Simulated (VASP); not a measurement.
Here is a VASP 6.6.1 calculation.

Contents of INCAR:

```
PREC = Accurate
ENCUT = 520
EDIFF = 1E-7
ISMEAR = 0
SIGMA = 0.1
LREAL = False
LASPH = True
NELM = 60
ALGO = Normal
ISIF = 2
LWAVE = False
LCHARG = True
GGA = PE
LELF = True
LVHAR = True
NBANDS = 35
```

Contents of KPOINTS:

```
Automatic mesh
0
Gamma
  12 12 4
```

Contents of POSCAR:

```
Te2Mo
1.0
    3.1863708593      0.0000000000      0.0000000000
   -1.5931854296      2.7594781100      0.0000000000
    0.0000000000      0.0000000000     12.3740352594
Te Mo
4 2
Direct
    0.3333333333      0.6666666667      0.6007981017
    0.6666666667      0.3333333333      0.1007981017
    0.6666666667      0.3333333333      0.3992018983
    0.3333333333      0.6666666667      0.8992018983
    0.3333333333      0.6666666667      0.2500000000
    0.6666666667      0.3333333333      0.7500000000
```

Potentials or basis: VASP PAW PBE potentials, release 64 (Te, Mo_sv).

Run with:

```bash
$ cat potpaw_PBE.64/Te/POTCAR potpaw_PBE.64/Mo_sv/POTCAR > POTCAR
$ mpirun -np 1 vasp_std > vasp.out
```

Question: What does it give for the pressure?

Answer: 40.0 GPa.

Question: What does it give for the band gap on the k mesh?

Answer: Zero (bands 26 and 27 overlap by 1.01 eV).

Question: Estimate the largest force.

Answer: 0.010 eV/Å.

Forces on the atoms (eV/Å):
```
Te   0.000  0.000 -0.010
Te   0.000  0.000 -0.010
Te   0.000  0.000  0.010
Te   0.000  0.000  0.010
Mo   0.000  0.000  0.000
Mo   0.000  0.000  0.000
```

Caveat: the cell stands under pressure; spin-orbit coupling is left out, which moves the levels of the heavy elements.
